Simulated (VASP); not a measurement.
Al2GaSb3:

```
CELL_PARAMETERS angstrom
4.40125 0.00000 0.00000
-2.20063 3.81160 0.00000
0.00000 0.00000 10.75530
ATOMIC_POSITIONS crystal
Al 0.00000 0.00000 0.99998
Al 0.66667 0.33333 0.66606
Ga 0.33333 0.66667 0.33346
Sb 0.66667 0.33333 0.91683
Sb 0.33333 0.66667 0.58342
Sb 0.00000 0.00000 0.25025
```

```yaml
Program: VASP 6.6.1
Task: relaxation of cell and atoms
Functional: r2SCAN
Potentials_or_basis: VASP PAW PBE potentials, release 64 (Al, Ga_d, Sb)
Cutoff: 550 eV
k_mesh: 6 × 6 × 2
Occupations: fermi-dirac, width 0.02 eV
Spin: no spin polarisation
```

At the start: pressure -1.3 GPa; volume 30.07 Å³/atom.

Task: Where does the relaxation end?

Result: Over 12 steps the energy falls by 3.2 meV/atom and the volume is 29.34 Å³/atom (-2.4 %); space group P3m1 (No. 156, to 0.1 Å) before and after.

Step by step:
```
step  energy change (eV)  largest force (eV/Å)  pressure (GPa)  volume (Å³)
   1              0.0000                0.0590           -1.29       180.43
   2             -0.0156                0.0471            0.59       174.20
   3             -0.0187                0.0506            0.03       175.95
   4             -0.0187                0.0507            0.00       176.04
   5             -0.0189                0.0286           -0.01       176.04
   6             -0.0190                0.0263           -0.01       176.05
   7             -0.0190                0.0290           -0.01       176.05
   8             -0.0190                0.0082            0.01       176.00
   9             -0.0191                0.0066            0.01       175.99
  10             -0.0191                0.0049            0.02       175.97
  11             -0.0191                0.0055            0.01       175.98
  12             -0.0190                0.0042           -0.01       176.04
```

Final structure:
```cif
data_structure
_symmetry_space_group_name_H-M 'P 1'
_symmetry_Int_Tables_number 1
_cell_length_a 4.3647
_cell_length_b 4.3647
_cell_length_c 10.6705
_cell_angle_alpha 90.000
_cell_angle_beta 90.000
_cell_angle_gamma 120.000
_cell_volume 176.04
loop_
_atom_site_label
_atom_site_type_symbol
_atom_site_fract_x
_atom_site_fract_y
_atom_site_fract_z
_atom_site_occupancy
Al1 Al 0.00000 0.00000 0.00047 1
Al2 Al 0.66667 0.33333 0.66567 1
Ga1 Ga 0.33333 0.66667 0.33339 1
Sb1 Sb 0.66667 0.33333 0.91679 1
Sb2 Sb 0.33333 0.66667 0.58264 1
Sb3 Sb 0.00000 0.00000 0.25104 1
```

Caveat: the PAW data sets were made with another functional, which shifts forces and pressure a little.
